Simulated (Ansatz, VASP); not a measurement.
NiO2: VASP beside Ansatz

```xyz
3
Lattice="2.8221 0.0000 0.0000 -1.4111 2.4440 0.0000 0.0000 0.0000 4.8391" Properties=species:S:1:pos:R:3 pbc="T T T"
Ni    0.0000    0.0000    2.4196
O     1.4111    0.8147    3.2668
O     0.0000    1.6294    1.5723
```

Alike in both runs: task single point; functional PBEsol; k mesh 12 × 12 × 6; occupations gaussian, width 0.05 eV; no spin polarisation.

|  | VASP | Ansatz |
| --- | --- | --- |
| version | VASP 6.6.1 | Ansatz 0.2.0 |
| potentials or method | VASP PAW PBE potentials, release 64 (Ni_sv_GW, O), cutoff 700 eV | scalar-relativistic, plane waves, PAW |
| valence electrons in the cell | 30 | 30 |

VASP gave:

* gap on the k mesh at the Fermi level (eV): 0.97
* least direct gap on the mesh (eV): 1.39
* pressure (GPa): 6.3
* traceless stress, the component that is largest in VASP (GPa): 4.11
* rms of the force components (eV/Å): 0.649

Which values does Ansatz return?

gap on the k mesh at the Fermi level (eV): 0.98; least direct gap on the mesh (eV): 1.40; pressure (GPa): 6.2; traceless stress, the component that is largest in VASP (GPa): 4.65; rms of the force components (eV/Å): 0.631.

VASP's potentials were made for PBE, not for PBEsol. Atom by atom the forces differ by 0.017 eV/Å (rms over components). With one functional, cell and mesh, what is left measures potentials, basis and numerics.
